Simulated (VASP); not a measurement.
# KBr (Fm-3m) in VASP: further runs

KBr is run at these levels: PBEsol; tasks: single point.

Program: VASP 6.6.1. These are calculated values, not measurements. Logs are shortened: lines on timing, memory, paths and dates and some standing lists are left out, and cuts for length are marked.

## (1) The cell of the first run

It takes space group Fm-3m (No. 225, cubic). Conventional cell: a = 6.549 Å, b = 6.549 Å, c = 6.549 Å, α = 90.00°, β = 90.00°, γ = 90.00°. K (site symmetry m-3m) has 6 Br at 3.27 Å within 4.3 Å. Br (site symmetry m-3m) has 6 K at 3.27 Å within 4.3 Å.

## (2) Single point, PBEsol

The input, INCAR:

```
PREC = Accurate ; ENCUT = 520
EDIFF = 1E-6 ; ISMEAR = 0
SIGMA = 0.05 ; LREAL = False
LASPH = True ; NELM = 100
ALGO = Normal ; ISIF = 2
LWAVE = False ; LCHARG = False
GGA = PS ; NBANDS = 15
```

The input, KPOINTS:

```
regular mesh
0
Gamma
  4 4 4
```

The input, POSCAR:

```
KBr
1.0
    0.0000000000      3.2744502366      3.2744502366
    3.2744502366      0.0000000000      3.2744502366
    3.2744502366      3.2744502366      0.0000000000
K Br
1 1
Direct
    0.0000000000      0.0000000000      0.0000000000
    0.5000000000      0.5000000000      0.5000000000
```

Potentials or basis: VASP PAW PBE potentials, release 64 (K_sv, Br).

Started as:

```
> cat potpaw_PBE.64/K_sv/POTCAR potpaw_PBE.64/Br/POTCAR > POTCAR
> mpirun -np 1 vasp_std > vasp.out
```

OUTCAR:

```text
PREC = Accurate
   ENCUT = 520
   EDIFF = 1E-6
   ISMEAR = 0
   LREAL = False
   LASPH = True
   NELM = 100
   ISIF = 2
   GGA = PS

 ion  position               nearest neighbor table
   1  0.000  0.000  0.000-   2 3.27   2 3.27   2 3.27   2 3.27   2 3.27   2 3.27
   2  0.500  0.500  0.500-   1 3.27   1 3.27   1 3.27   1 3.27   1 3.27   1 3.27

  LATTYP: Found a face centered cubic cell.
 ALAT       =     6.5489004732

  Lattice vectors:

 A1 = (   0.0000000000,   3.2744502366,   3.2744502366)
 A2 = (   3.2744502366,   0.0000000000,   3.2744502366)
 A3 = (   3.2744502366,   3.2744502366,   0.0000000000)

Analysis of symmetry for initial positions (statically):
=====================================================================
 Subroutine PRICEL returns:
 Original cell was already a primitive cell.

 Routine SETGRP: Setting up the symmetry group for a
 face centered cubic supercell.

 Subroutine GETGRP returns: Found 48 space group operations
 (whereof 48 operations were pure point group operations)
 out of a pool of 48 trial point group operations.

The static configuration has the point symmetry O_h .

Analysis of symmetry for dynamics (positions and initial velocities):
=====================================================================
 Subroutine PRICEL returns:
 Original cell was already a primitive cell.

 Routine SETGRP: Setting up the symmetry group for a
 face centered cubic supercell.

 Subroutine GETGRP returns: Found 48 space group operations
 (whereof 48 operations were pure point group operations)
 out of a pool of 48 trial point group operations.

The dynamic configuration has the point symmetry O_h .

 Subroutine INISYM returns: Found 48 space group operations
 (whereof 48 operations are pure point group operations),
 and found     1 'primitive' translations

----------------------------------------------------------------------------------------

                                     Primitive cell

  volume of cell :      70.2175

  direct lattice vectors                    reciprocal lattice vectors
     0.000000000  3.274450237  3.274450237    -0.152697389  0.152697389  0.152697389
     3.274450237  0.000000000  3.274450237     0.152697389 -0.152697389  0.152697389
     3.274450237  3.274450237  0.000000000     0.152697389  0.152697389 -0.152697389

  length of vectors
     4.630771934  4.630771934  4.630771934     0.264479635  0.264479635  0.264479635

  position of ions in fractional coordinates (direct lattice)
     0.000000000  0.000000000  0.000000000
     0.500000000  0.500000000  0.500000000

  ion indices of the primitive-cell ions
[... 71 lines left out ...]
   EMIN   =  10.00;   EMAX   =-10.00  energy-range for DOS
   EFERMI =   0.00;   METHOD = LEGACY
   ISMEAR =     0;   SIGMA  =   0.05  broadening in eV -4-tet -1-fermi 0-gaus
   EFERMI_NEDOS =   21; number of points for ismear=-14 and -15
   IALGO  =     38    algorithm
   IMIX   =      4    mixing-type and parameters
     AMIX     =   0.40;   BMIX     =  1.00
     AMIX_MAG =   1.60;   BMIX_MAG =  1.00
  volume/ion in A,a.u.               =      35.11       236.93
  Fermi-wavevector in a.u.,A,eV,Ry     =   0.999923  1.889580 13.603723  0.999845
  Thomas-Fermi vector in A             =   2.132245
   LORBIT       =      0    0 simple, 1 ext, 2 COOP (PROOUT), +10 PAW based schemes
   GGA     = PS    functional components
   LHFCALC =     F    Hartree Fock is set to
   AEXX    =    0.0000 exact exchange contribution
   IVDW    =     0    specifies the selected vdW correction
   LEPSILON=     F    determine dielectric tensor
   LRPA    =     F    only Hartree local field effects (RPA)
 non-spin polarized calculation
 Gauss-broadening in eV      SIGMA  =   0.05
  energy-cutoff  :      520.00
  volume of cell :       70.22
 maximum number of plane-waves:      1924
 NGX is ok and might be reduce to    36
   NGX = 17   NGY = 17   NGZ = 17

 number of electron      16.0000000 magnetization

 Free energy of the ion-electron system (eV)
  ---------------------------------------------------
  ext. energy  EPLUGINS =         0.00000000
  ---------------------------------------------------
  free energy    TOTEN  =        -6.45931124 eV

  energy without entropy =       -6.45931124  energy(sigma->0) =       -6.45931124

 E-fermi :  -1.4566     XC(G=0):  -7.6434

 val. band max:       -1.7329042621   @ k =   0.0000   0.0000   0.0000
 cond. band min:       2.6029439031   @ k =   0.0000   0.0000   0.0000
 fundamental gap:      4.3358481652
 Fermi energy:        -1.4566062186

 k-point     1 :       0.0000    0.0000    0.0000
  band No.  band energies     occupation
      1     -29.2973      2.00000
      2     -14.0687      2.00000
      3     -12.8422      2.00000
      4     -12.8422      2.00000
      5     -12.8422      2.00000
      6      -1.7329      2.00000
      7      -1.7329      2.00000
      8      -1.7329      2.00000
      9       2.6029      0.00000
     10       5.7954      0.00000
     11       5.7954      0.00000
     12       5.7954      0.00000
     13       6.6497      0.00000
     14       6.6497      0.00000
[... 113 lines left out ...]
      2     -14.0562      2.00000
      3     -12.9148      2.00000
      4     -12.9148      2.00000
      5     -12.7492      2.00000
      6      -2.3544      2.00000
      7      -2.3544      2.00000
      8      -2.3077      2.00000
      9       5.5625      0.00000
     10       5.5625      0.00000
     11       6.5245      0.00000
     12       7.2793      0.00000
     13       8.9858      0.00000
     14       9.1447      0.00000
     15       9.3816      0.00000

------------------------ aborting loop because EDIFF is reached ----------------------------------------

  FORCE on cell =-STRESS in cart. coord.  units (eV):
  Direction    XX          YY          ZZ          XY          YZ          ZX
  --------------------------------------------------------------------------------------
  -------------------------------------------------------------------------------------
  Total        0.0311142      0.0311142      0.0311142      0.0000000      0.0000000     -0.0000000
  in kB        0.7099428      0.7099428      0.7099428      0.0000000      0.0000000     -0.0000000
  external PRESSURE =       0.7099428 kB  Pullay stress =       0.0000000 kB

 VOLUME and BASIS-vectors are now :
 -----------------------------------------------------------------------------
  energy-cutoff  :      520.00
  volume of cell :       70.22
      direct lattice vectors                 reciprocal lattice vectors
     0.000000000  3.274450237  3.274450237    -0.152697389  0.152697389  0.152697389
     3.274450237  0.000000000  3.274450237     0.152697389 -0.152697389  0.152697389
     3.274450237  3.274450237  0.000000000     0.152697389  0.152697389 -0.152697389

 POSITION                                       TOTAL-FORCE (eV/Angst)
 -----------------------------------------------------------------------------------
      0.00000      0.00000      0.00000        -0.000000      0.000000     -0.000000
      3.27445      3.27445      3.27445         0.000000     -0.000000      0.000000
 -----------------------------------------------------------------------------------
    total drift:                                0.000000      0.000000      0.000000

  FREE ENERGIE OF THE ION-ELECTRON SYSTEM (eV)
  ---------------------------------------------------
  free  energy   TOTEN  =        -6.4593112355 eV

  energy  without entropy=       -6.4593112355  energy(sigma->0) =       -6.45931124
```

It used 15 s of CPU time on 1 thread of AMD EPYC 7R13 Processor (Zen 3), with other jobs on the host.

What came out:

* Free energy: -6.4593 eV
* Pressure: 0.1 GPa
* Band gap on the k mesh: 4.34 eV, direct

Levels at points of the mesh, in eV from the valence-band top:
```tsv
k point	band 6	band 7	band 8	band 9	band 10	band 11
(0.00, 0.00, 0.00)	0.00	0.00	0.00	4.34	7.53	7.53
(0.50, 0.00, 0.00)	-1.26	-0.36	-0.36	6.48	8.21	9.78
(0.50, 0.50, 0.00)	-0.86	-0.30	-0.30	5.71	7.17	9.37
```

Caveat: the PAW data sets were made with another functional, which shifts forces and pressure a little. Expect the measured gap to be larger: semilocal functionals such as PBEsol lack the derivative discontinuity.

## (3) Single point, PBEsol (volume scaled by 1.000 of the coarse rest volume)

The input, INCAR:

```
SYSTEM = KBr
PREC     = Accurate       ! precision mode
ENCUT    = 520            ! plane-wave cutoff, eV
EDIFF    = 1E-6           ! SCF threshold, eV
ISMEAR   = 0              ! smearing method
SIGMA    = 0.02           ! smearing width, eV
LREAL    = .False.        ! projectors in reciprocal space
LASPH    = .True.         ! aspherical terms in the spheres
NELM     = 100            ! most SCF steps
ALGO     = Normal         ! electronic algorithm
ISIF     = 2              ! what is computed and relaxed
LWAVE    = .False.        ! write WAVECAR
LCHARG   = .False.        ! write CHGCAR
GGA      = PS             ! functional
NBANDS   = 15             ! bands
```

The input, KPOINTS:

```
Automatic mesh
0
Gamma
  6 6 6
  0 0 0
```

The input, POSCAR:

```
KBr
1.0
    0.0000000000      3.2745000000      3.2745000000
    3.2745000000      0.0000000000      3.2745000000
    3.2745000000      3.2745000000      0.0000000000
K Br
1 1
Direct
    0.0000000000      0.0000000000      0.0000000000
    0.5000000000      0.5000000000      0.5000000000
```

Potentials or basis: VASP PAW PBE potentials, release 64 (K_sv, Br).

Started as:

```
> cat potpaw_PBE.64/K_sv/POTCAR potpaw_PBE.64/Br/POTCAR > POTCAR
> mpirun -np 1 vasp_std > vasp.out
```

OUTCAR:

```text
SYSTEM = KBr
   PREC = Accurate
   ENCUT = 520
   EDIFF = 1E-6
   ISMEAR = 0
   LREAL = .False.
   LASPH = .True.
   NELM = 100
   ISIF = 2
   GGA = PS

 ion  position               nearest neighbor table
   1  0.000  0.000  0.000-   2 3.27   2 3.27   2 3.27   2 3.27   2 3.27   2 3.27
   2  0.500  0.500  0.500-   1 3.27   1 3.27   1 3.27   1 3.27   1 3.27   1 3.27

  LATTYP: Found a face centered cubic cell.
 ALAT       =     6.5490000000

  Lattice vectors:

 A1 = (   0.0000000000,   3.2745000000,   3.2745000000)
 A2 = (   3.2745000000,   0.0000000000,   3.2745000000)
[... 464 lines left out ...]

  FORCE on cell =-STRESS in cart. coord.  units (eV):
  Direction    XX          YY          ZZ          XY          YZ          ZX
  --------------------------------------------------------------------------------------
  -------------------------------------------------------------------------------------
  Total        0.0288545      0.0288545      0.0288545      0.0000000      0.0000000      0.0000000
  in kB        0.6583545      0.6583545      0.6583545      0.0000000      0.0000000      0.0000000
  external PRESSURE =       0.6583545 kB  Pullay stress =       0.0000000 kB

 VOLUME and BASIS-vectors are now :
 -----------------------------------------------------------------------------
  energy-cutoff  :      520.00
  volume of cell :       70.22
      direct lattice vectors                 reciprocal lattice vectors
     0.000000000  3.274500000  3.274500000    -0.152695068  0.152695068  0.152695068
     3.274500000  0.000000000  3.274500000     0.152695068 -0.152695068  0.152695068
     3.274500000  3.274500000  0.000000000     0.152695068  0.152695068 -0.152695068

 POSITION                                       TOTAL-FORCE (eV/Angst)
 -----------------------------------------------------------------------------------
      0.00000      0.00000      0.00000        -0.000000     -0.000000      0.000000
      3.27450      3.27450      3.27450         0.000000      0.000000     -0.000000
 -----------------------------------------------------------------------------------
    total drift:                                0.000000      0.000000      0.000000

  FREE ENERGIE OF THE ION-ELECTRON SYSTEM (eV)
  ---------------------------------------------------
  free  energy   TOTEN  =        -6.4598529406 eV

  energy  without entropy=       -6.4598529406  energy(sigma->0) =       -6.45985294
```

OSZICAR:

```text
N       E                     dE             d eps       ncg     rms          rms(c)
DAV:   1     0.979818240675E+02    0.97982E+02   -0.68247E+03   480   0.936E+02
DAV:   2    -0.784386823362E+00   -0.98766E+02   -0.91573E+02   643   0.229E+02
DAV:   3    -0.642900416574E+01   -0.56446E+01   -0.56193E+01   670   0.480E+01
DAV:   4    -0.661956344520E+01   -0.19056E+00   -0.19053E+00   693   0.777E+00
DAV:   5    -0.662125223509E+01   -0.16888E-02   -0.16888E-02   684   0.786E-01    0.317E+00
DAV:   6    -0.646457043398E+01    0.15668E+00   -0.19379E-01   571   0.225E+00    0.236E+00
DAV:   7    -0.645225837230E+01    0.12312E-01   -0.89266E-02   648   0.165E+00    0.112E+00
DAV:   8    -0.645912276867E+01   -0.68644E-02   -0.10259E-02   577   0.753E-01    0.141E-01
DAV:   9    -0.645949474904E+01   -0.37198E-03   -0.37194E-04   634   0.115E-01    0.757E-02
DAV:  10    -0.645984686813E+01   -0.35212E-03   -0.39152E-04   515   0.109E-01    0.210E-02
DAV:  11    -0.645985062153E+01   -0.37534E-05   -0.14589E-05   690   0.207E-02    0.535E-03
DAV:  12    -0.645985291786E+01   -0.22963E-05   -0.30395E-06   514   0.115E-02    0.683E-03
DAV:  13    -0.645985294058E+01   -0.22721E-07   -0.42810E-07   457   0.354E-03
   1 F= -.64598529E+01 E0= -.64598529E+01  d E =-.124578E-20
```

It used 24 s of CPU time on 1 thread of AMD EPYC 7R13 Processor (Zen 3) (shared host).

What came out:

```yaml
Free_energy: -6.4599 eV
Pressure: 0.1 GPa
Band_gap_on_the_k_mesh: 4.34 eV, direct
```

Caveat: the cell differs from its parent crystal (volume scaled by 1.000 of the coarse rest volume); the PAW data sets were made with another functional, which shifts forces and pressure a little.

## (4) Single point, PBEsol

This run uses another cell than the first one, of 37.02 Å³/atom, 1.054 times its volume.

The input, INCAR:

```
SYSTEM = KBr
PREC = Accurate
ENCUT = 520
EDIFF = 1E-6
ISMEAR = 0
SIGMA = 0.05
LREAL = .False.
LASPH = .True.
NELM = 100
ALGO = Normal
ISIF = 2
LWAVE = .False.
LCHARG = .False.
GGA = PS
NBANDS = 15
```

The input, KPOINTS:

```
regular mesh
0
Gamma
  4 4 4
  0 0 0
```

The input, POSCAR:

```
KBr
1.0
    0.0000000000      3.3327702772      3.3327702772
    3.3327702772      0.0000000000      3.3327702772
    3.3327702772      3.3327702772      0.0000000000
K Br
1 1
Direct
    0.0000000000      0.0000000000      0.0000000000
    0.5000000000      0.5000000000      0.5000000000
```

Started as:

```
> cat potpaw_PBE.64/K_sv/POTCAR potpaw_PBE.64/Br/POTCAR > POTCAR
> mpirun -np 1 vasp_std > vasp.out
```

Run time: 25 s. Hardware: 1 thread of AMD EPYC 7R13 (Zen 3), shared host; peak memory 0.17 GiB.

Results (log left out):

```
Free energy            : -6.4520 eV
Pressure               : -0.7 GPa
Band gap on the k mesh : 4.21 eV, direct
```

Levels at points of the mesh, in eV from the valence-band top:
| k point | band 4 | band 5 | band 6 | band 7 | band 8 | band 9 | band 10 | band 11 | band 12 | band 13 |
| --- | --- | --- | --- | --- | --- | --- | --- | --- | --- | --- |
| (0.00, 0.00, 0.00) | -11.22 | -11.22 | 0.00 | 0.00 | 0.00 | 4.21 | 7.53 | 7.53 | 7.53 | 8.34 |
| (0.50, 0.00, 0.00) | -11.22 | -11.00 | -1.15 | -0.32 | -0.32 | 6.38 | 8.02 | 9.65 | 9.65 | 9.89 |
| (0.50, 0.50, 0.00) | -11.25 | -11.25 | -0.80 | -0.28 | -0.28 | 5.78 | 6.99 | 9.19 | 9.28 | 9.52 |

Caveat: the PAW data sets were made with another functional, which shifts forces and pressure a little.

## (5) The runs side by side

```tsv
cell	k mesh	smearing	gap on the mesh (eV)	pressure (GPa)
a = 4.631 Å, angles 60.0°, 2 atoms	4 × 4 × 4	gaussian 0.05 eV	4.34	0.1
a = 4.631 Å, angles 60.0°, 2 atoms	6 × 6 × 6	gaussian 0.02 eV	4.34	0.1
a = 4.713 Å, angles 60.0°, 2 atoms	4 × 4 × 4	gaussian 0.05 eV	4.21	-0.7
```

Alike in all rows: task single point; level PBEsol; potentials or basis VASP PAW PBE potentials, release 64 (K_sv, Br); no spin polarisation; cutoff (eV) 520.

Caveats: the PAW data sets were made with another functional, which shifts forces and pressure a little.

Total energies depend on the potentials used, so only differences within one code and one set of settings carry meaning.
